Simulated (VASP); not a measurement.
# KZnF3 (P4/mmm) in VASP: further runs, part 2 of 2

VASP 6.6.1.

## 4. Single point, LDA

This run uses another cell than the first one, of the same volume but with other edges.

Contents of INCAR:

```
SYSTEM = KZnF3
PREC     = Accurate       ! precision mode
ENCUT    = 520            ! plane-wave cutoff, eV
EDIFF    = 1E-7           ! SCF threshold, eV
ISMEAR   = 0              ! smearing method
SIGMA    = 0.05           ! smearing width, eV
LREAL    = .False.        ! projectors in reciprocal space
LASPH    = .True.         ! aspherical terms in the spheres
NELM     = 60             ! most SCF steps
ALGO     = Normal         ! electronic algorithm
ISIF     = 2              ! what is computed and relaxed
LWAVE    = .False.        ! write WAVECAR
LCHARG   = .True.         ! write CHGCAR
LELF     = .True.         ! ELF
LVHAR    = .True.       
NBANDS   = 29             ! bands
```

Contents of KPOINTS:

```
Automatic mesh
0
Gamma
  6 6 6
  0 0 0
```

Contents of POSCAR:

```
KZnF3
1.0
    4.1641440769      0.0000000000      0.0000000000
    0.0000000000      4.1641440769      0.0000000000
    0.0000000000      0.0000000000      3.8310125508
K Zn F
1 1 3
Direct
    0.0000000000      0.0000000000      0.0000000000
    0.5000000000      0.5000000000      0.5000000000
    0.5000000000      0.5000000000      0.0000000000
    0.0000000000      0.5000000000      0.5000000000
    0.5000000000      0.0000000000      0.5000000000
```

Potentials or basis: VASP PAW LDA potentials, release 64 (K_sv, Zn, F).

On the command line:

```console
cat potpaw_LDA.64/K_sv/POTCAR potpaw_LDA.64/Zn/POTCAR potpaw_LDA.64/F/POTCAR > POTCAR
mpirun -np 1 vasp_std > vasp.out
```

OUTCAR:

```text
SYSTEM = KZnF3
   PREC = Accurate
   ENCUT = 520
   EDIFF = 1E-7
   ISMEAR = 0
   LREAL = .False.
   LASPH = .True.
   NELM = 60
   ISIF = 2

 ion  position               nearest neighbor table
   1  0.000  0.000  0.000-   4 2.83   5 2.83   4 2.83   5 2.83   4 2.83   4 2.83   5 2.83   5 2.83

   2  0.500  0.500  0.500-   3 1.92   3 1.92   5 2.08   4 2.08   5 2.08   4 2.08
   3  0.500  0.500  0.000-   2 1.92   2 1.92
   4  0.000  0.500  0.500-   2 2.08   2 2.08   1 2.83   1 2.83   1 2.83   1 2.83
   5  0.500  0.000  0.500-   2 2.08   2 2.08   1 2.83   1 2.83   1 2.83   1 2.83

  LATTYP: Found a simple tetragonal cell.
 ALAT       =     4.1641440769
 C/A-ratio  =     0.9200000000

  Lattice vectors:

 A1 = (   4.1641440769,   0.0000000000,   0.0000000000)
 A2 = (   0.0000000000,   4.1641440769,   0.0000000000)
 A3 = (   0.0000000000,   0.0000000000,   3.8310125508)

Analysis of symmetry for initial positions (statically):
=====================================================================
 Subroutine PRICEL returns:
 Original cell was already a primitive cell.
[... 171 lines left out ...]
  ext. energy  EPLUGINS =         0.00000000
  ---------------------------------------------------
  free energy    TOTEN  =       -22.98002225 eV

  energy without entropy =      -22.98002225  energy(sigma->0) =      -22.98002225

 E-fermi :  -0.6752     XC(G=0): -10.5938

 val. band max:       -0.9674516435   @ k =   0.5000   0.5000   0.5000
 cond. band min:       2.4296517641   @ k =   0.0000   0.0000   0.0000
 fundamental gap:      3.3971034076
 Fermi energy:        -0.6751762740

 k-point     1 :       0.0000    0.0000    0.0000
  band No.  band energies     occupation
      1     -27.7274      2.00000
      2     -22.6586      2.00000
      3     -21.6914      2.00000
      4     -21.4841      2.00000
      5     -11.4890      2.00000
      6     -11.4890      2.00000
[... 757 lines left out ...]
     28      10.6359      0.00000
     29      11.0332      0.00000

 [... further k-points ...]
[... 5 lines left out ...]
  --------------------------------------------------------------------------------------
  -------------------------------------------------------------------------------------
  Total       -2.5385455     -2.5385455      0.6585208      0.0000000      0.0000000      0.0000000
  in kB      -61.2252344    -61.2252344     15.8823598      0.0000000      0.0000000      0.0000000
  external PRESSURE =     -35.5227030 kB  Pullay stress =       0.0000000 kB

 VOLUME and BASIS-vectors are now :
 -----------------------------------------------------------------------------
  energy-cutoff  :      520.00
  volume of cell :       66.43
      direct lattice vectors                 reciprocal lattice vectors
     4.164144077  0.000000000  0.000000000     0.240145389  0.000000000  0.000000000
     0.000000000  4.164144077  0.000000000     0.000000000  0.240145389  0.000000000
     0.000000000  0.000000000  3.831012551     0.000000000  0.000000000  0.261027597

 POSITION                                       TOTAL-FORCE (eV/Angst)
 -----------------------------------------------------------------------------------
      0.00000      0.00000      0.00000         0.000000      0.000000      0.000000
      2.08207      2.08207      1.91551         0.000000      0.000000      0.000000
      2.08207      2.08207      0.00000         0.000000      0.000000      0.000000
      0.00000      2.08207      1.91551         0.000000      0.000000      0.000000
      2.08207      0.00000      1.91551         0.000000      0.000000      0.000000
 -----------------------------------------------------------------------------------
    total drift:                                0.000000     -0.000000     -0.000000

  FREE ENERGIE OF THE ION-ELECTRON SYSTEM (eV)
  ---------------------------------------------------
  free  energy   TOTEN  =       -22.9800222486 eV

  energy  without entropy=      -22.9800222486  energy(sigma->0) =      -22.98002225
```

OSZICAR:

```text
N       E                     dE             d eps       ncg     rms          rms(c)
DAV:   1     0.440760001772E+03    0.44076E+03   -0.22098E+04  2320   0.174E+03
DAV:   2     0.163966041972E+02   -0.42436E+03   -0.40323E+03  2523   0.454E+02
DAV:   3    -0.240339271193E+02   -0.40431E+02   -0.40099E+02  2743   0.144E+02
DAV:   4    -0.250732946256E+02   -0.10394E+01   -0.10360E+01  3501   0.223E+01
DAV:   5    -0.250901624539E+02   -0.16868E-01   -0.16858E-01  2829   0.244E+00    0.115E+01
DAV:   6    -0.230130008842E+02    0.20772E+01   -0.57121E+00  3321   0.355E+01    0.745E+00
DAV:   7    -0.230330053283E+02   -0.20004E-01   -0.13030E+00  2543   0.707E+00    0.472E+00
DAV:   8    -0.230142767480E+02    0.18729E-01   -0.46165E-01  3214   0.112E+01    0.144E+00
DAV:   9    -0.229802063257E+02    0.34070E-01   -0.94488E-02  3534   0.889E+00    0.346E-01
DAV:  10    -0.229798622006E+02    0.34413E-03   -0.26642E-02  3363   0.250E+00    0.964E-02
DAV:  11    -0.229801225494E+02   -0.26035E-03   -0.28333E-03  3212   0.468E-01    0.946E-02
DAV:  12    -0.229800327774E+02    0.89772E-04   -0.25879E-04  3453   0.357E-01    0.427E-02
DAV:  13    -0.229800218262E+02    0.10951E-04   -0.15790E-04  3483   0.210E-01    0.796E-03
DAV:  14    -0.229800222985E+02   -0.47224E-06   -0.20237E-05  2721   0.372E-02    0.351E-03
DAV:  15    -0.229800223291E+02   -0.30594E-07   -0.29348E-06  2747   0.466E-02    0.287E-03
DAV:  16    -0.229800222486E+02    0.80448E-07   -0.43641E-07  2559   0.121E-02
   1 F= -.22980022E+02 E0= -.22980022E+02  d E =-.188850E-18
```

stdout:

```text
POSCAR found type information on POSCAR K ZnF
 POSCAR found :  3 types and       5 ions
 scaLAPACK will be used
 LDA part: xc-table for (Slater(with rela. corr.)+CA(PZ))
 , standard interpolation
 POSCAR, INCAR and KPOINTS ok, starting setup
 FFT: planning ... GRIDC
 FFT: planning ... GRID_SOFT
 FFT: planning ... GRID
 WAVECAR not read
 entering main loop
```

Wall time 44 s (1 thread of Intel Xeon 6975P-C (Granite Rapids), shared host); peak memory 0.19 GiB.

What came out:

```
Free energy            : -22.9800 eV
Pressure               : -3.6 GPa
Band gap on the k mesh : 3.40 eV (least direct gap 5.36 eV)
```

Stress tensor (GPa, compression positive):
```
-6.12  0.00  0.00
 0.00 -6.12  0.00
 0.00  0.00  1.59
```

Levels at points of the mesh, in eV from the valence-band top:
| k point | band 17 | band 18 | band 19 | band 20 | band 21 | band 22 | band 23 | band 24 | band 25 | band 26 |
| --- | --- | --- | --- | --- | --- | --- | --- | --- | --- | --- |
| (0.00, 0.00, 0.00) | -2.38 | -2.05 | -1.97 | -1.96 | -1.96 | 3.40 | 8.07 | 8.43 | 8.89 | 10.35 |
| (0.50, 0.00, 0.00) | -2.31 | -2.12 | -1.87 | -1.85 | -1.81 | 6.02 | 7.68 | 9.05 | 10.34 | 11.19 |
| (0.50, 0.50, 0.00) | -2.35 | -1.92 | -1.92 | -1.64 | -0.46 | 7.44 | 9.42 | 9.42 | 9.42 | 11.25 |
| (0.00, 0.00, 0.50) | -2.12 | -2.12 | -1.95 | -1.95 | -1.83 | 6.59 | 8.08 | 9.64 | 10.62 | 10.62 |
| (0.50, 0.00, 0.50) | -2.28 | -2.02 | -2.01 | -1.68 | -0.12 | 7.80 | 9.53 | 9.84 | 10.00 | 10.86 |
| (0.50, 0.50, 0.50) | -1.65 | -1.65 | -1.61 | -0.46 | 0.00 | 7.88 | 7.88 | 8.12 | 9.87 | 11.37 |

Caveat: the stress differs along the axes, from -6 to 2 GPa. A k mesh can miss the band edges.

## 5. Single point, LDA

This run uses another cell than the first one, of the same volume but with other edges.

Contents of INCAR:

```
PREC = Accurate ; ENCUT = 520
EDIFF = 1E-6 ; ISMEAR = 0
SIGMA = 0.05 ; LREAL = False
LASPH = True ; NELM = 80
ALGO = Normal ; ISIF = 2
LWAVE = False ; LCHARG = True
GGA = CA ; LELF = True
LVHAR = True ; NBANDS = 29
```

Contents of KPOINTS:

```
Automatic mesh
0
Gamma
  6 6 6
```

POSCAR: that of step 4 with these lines changed.

```diff
@@ -2,5 +2,5 @@
 1.0
-    4.1641440769      0.0000000000      0.0000000000
-    0.0000000000      4.1641440769      0.0000000000
-    0.0000000000      0.0000000000      3.8310125508
+    3.9233536899      0.0000000000      0.0000000000
+    0.0000000000      3.9233536899      0.0000000000
+    0.0000000000      0.0000000000      4.3156890589
 K Zn F
```

On the command line:

```console
cat potpaw_LDA.64/K_sv/POTCAR potpaw_LDA.64/Zn/POTCAR potpaw_LDA.64/F/POTCAR > POTCAR
mpirun -np 1 vasp_std > vasp.out
```

It took 58 s on 1 thread of Intel Xeon 6975P-C (Granite Rapids), shared host; peak memory 0.19 GiB.

Results (log left out):

| Property | Result |
| --- | --- |
| Free energy | -22.9707 eV |
| Pressure | -3.3 GPa |
| Band gap on the k mesh | 3.34 eV (least direct gap 5.28 eV) |

Stress tensor (GPa, compression positive):
```
-1.00  0.00  0.00
 0.00 -1.00  0.00
 0.00  0.00 -7.93
```

Levels at points of the mesh, in eV from the valence-band top:
| k point | band 17 | band 18 | band 19 | band 20 | band 21 | band 22 | band 23 | band 24 | band 25 | band 26 |
| --- | --- | --- | --- | --- | --- | --- | --- | --- | --- | --- |
| (0.00, 0.00, 0.00) | -2.34 | -2.34 | -2.06 | -1.95 | -1.95 | 3.34 | 8.01 | 8.37 | 8.83 | 10.49 |
| (0.50, 0.00, 0.00) | -2.25 | -2.13 | -2.03 | -1.97 | -1.88 | 6.35 | 7.87 | 9.39 | 10.10 | 10.93 |
| (0.50, 0.50, 0.00) | -2.20 | -2.11 | -2.11 | -1.76 | 0.00 | 7.87 | 9.86 | 9.87 | 9.87 | 10.59 |
| (0.00, 0.00, 0.50) | -2.38 | -2.38 | -1.95 | -1.84 | -1.84 | 5.74 | 7.48 | 8.77 | 10.73 | 10.73 |
| (0.50, 0.00, 0.50) | -2.39 | -2.02 | -2.01 | -1.73 | -0.44 | 7.49 | 9.16 | 9.52 | 9.70 | 11.17 |
| (0.50, 0.50, 0.50) | -1.76 | -1.68 | -1.68 | -0.57 | 0.00 | 7.72 | 7.97 | 7.97 | 9.81 | 11.09 |

Caveat: the stress differs along the axes, from -8 to -1 GPa. A k mesh can miss the band edges.

## 6. Summary

```tsv
cell	gap on the mesh (eV)	pressure (GPa)
a = 4.400, b = 4.400, c = 3.432 Å, 5 atoms	3.35	3.6
a = 3.711, b = 3.711, c = 4.824 Å, 5 atoms	2.88	3.8
a = 4.164, b = 4.164, c = 3.831 Å, 5 atoms	3.40	-3.6
a = 3.923, b = 3.923, c = 4.316 Å, 5 atoms	3.34	-3.3
```

Alike in all rows: task single point; level LDA; potentials or basis VASP PAW LDA potentials, release 64 (K_sv, Zn, F); no spin polarisation; k mesh 6 × 6 × 6; cutoff (eV) 520; smearing gaussian 0.05 eV.

Caveats: the stress differs along the axes, from -8 to 26 GPa (at least some runs); the stress differs along the axes, from -9 to 10 GPa (at least some runs); the stress differs along the axes, from -6 to 2 GPa (at least some runs); the stress differs along the axes, from -8 to -1 GPa (at least some runs).

Total energies depend on the potentials used, so only differences within one code and one set of settings carry meaning.
